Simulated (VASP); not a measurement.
HfO2:

```
Hf O
1.0
     3.55802    0.00000    0.00000
     0.00000    3.55802    0.00000
     0.00000    0.00000    5.17186
Hf O
2 4
Cartesian
  0.0000 0.0000 0.0000
  1.7790 1.7790 2.5859
  0.0000 1.7790 1.0199
  1.7790 0.0000 1.5660
  1.7790 0.0000 4.1519
  0.0000 1.7790 3.6059
```

* Program: VASP 6.6.1
* Task: relaxation of cell and atoms
* Functional: PBE
* Potentials or basis: VASP PAW PBE potentials, release 64 (Hf_pv, O)
* Cutoff: 600 eV
* k mesh: 8 × 8 × 5
* Occupations: fermi-dirac, width 0.05 eV
* Spin: no spin polarisation

At the start: pressure 6.3 GPa; volume 10.91 Å³/atom.

Task: Where does the relaxation end?

Result: Over 11 steps the energy falls by 5.3 meV/atom and the volume is 11.22 Å³/atom (+2.8 %); space group P4_2/nmc (No. 137, to 0.1 Å) before and after.

Step by step:
```tsv
step	energy change (eV)	largest force (eV/Å)	pressure (GPa)	volume (Å³)
1	0.0000	0.0979	6.26	65.47
2	0.0416	0.2382	-8.51	69.60
3	-0.0305	0.0429	-0.09	67.06
4	-0.0305	0.0402	0.11	67.03
5	-0.0308	0.0366	0.10	67.06
6	-0.0314	0.0249	0.08	67.15
7	-0.0309	0.0018	0.07	67.35
8	-0.0315	0.0190	0.07	67.20
9	-0.0317	0.0091	-0.05	67.27
10	-0.0317	0.0022	-0.15	67.31
11	-0.0318	0.0052	-0.11	67.30
```

Final structure:
```
Hf O
1.0
     3.58818    0.00000    0.00000
     0.00000    3.58818    0.00000
     0.00000    0.00000    5.22686
Hf O
2 4
Direct
  0.00000 0.00000 0.00000
  0.50000 0.50000 0.50000
  0.00000 0.50000 0.19512
  0.50000 0.00000 0.30488
  0.50000 0.00000 0.80488
  0.00000 0.50000 0.69512
```
